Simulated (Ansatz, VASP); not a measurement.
## W: VASP beside Ansatz

```xyz
1
Lattice="-1.5928 1.5928 1.5928 1.5928 -1.5928 1.5928 1.5928 1.5928 -1.5928" Properties=species:S:1:pos:R:3 pbc="T T T"
W     0.0000    0.0000    0.0000
```

Alike in both runs: task single point; functional PBE0; k mesh 8 × 8 × 8; occupations fermi-dirac, width 0.05 eV; no spin polarisation.

```csv
,VASP,Ansatz
version,VASP 6.6.1,Ansatz 0.2.0
potentials or method,"VASP PAW PBE potentials, release 64 (W_sv)",Ansatz PAW
plane-wave cutoff (eV),520,420
valence electrons in the cell,14,14
```

|  | VASP | Ansatz | Ansatz less VASP |
| --- | --- | --- | --- |
| gap on the k mesh at the Fermi level (eV) | none | none | - |
| pressure (GPa) | -7.2 | -6.7 | +0.52 |

A gap of «none» marks a metal or a gap that the smearing closes. The functional is the same, so the differences come from potentials, cutoffs and numerics.

Spin-orbit coupling is off throughout.
